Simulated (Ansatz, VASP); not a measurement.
# Two plane-wave programs on Sb

```xyz
3
Lattice="5.3147 0.0000 0.0000 -2.6573 4.6026 0.0000 0.0000 0.0000 3.1705" Properties=species:S:1:pos:R:3 pbc="T T T"
Sb    5.3147    0.0000    3.1705
Sb    0.0000    3.0684    1.5853
Sb    2.6573    1.5342    1.5853
```

Alike in both runs: task single point; functional LDA; k mesh 8 × 8 × 11; occupations fermi-dirac, width 0.1 eV; no spin polarisation.

```csv
,VASP,Ansatz
version,VASP 6.6.1,Ansatz 0.2.0
potentials or method,"VASP PAW LDA potentials, release 64 (Sb), cutoff 520 eV","plane waves (420 eV) with PAW, scalar-relativistic"
valence electrons in the cell,15,45
```

VASP gave:

```
pressure (GPa)                                                : -0.1
traceless stress, the component that is largest in VASP (GPa) : -1.56
```

Question: Which values does Ansatz return?

Answer: Pressure (GPa): -0.2; traceless stress, the component that is largest in VASP (GPa): -1.53.

Ansatz warns that its potentials were made for another functional, while VASP's fit it. LDA's correlation is that of Perdew and Zunger in VASP and of Perdew and Wang (1992) in Ansatz. VASP's potentials hold 15 valence electrons a cell and Ansatz's 45, so a difference there can come from the potentials and not from the codes.

Spin-orbit coupling is off throughout.
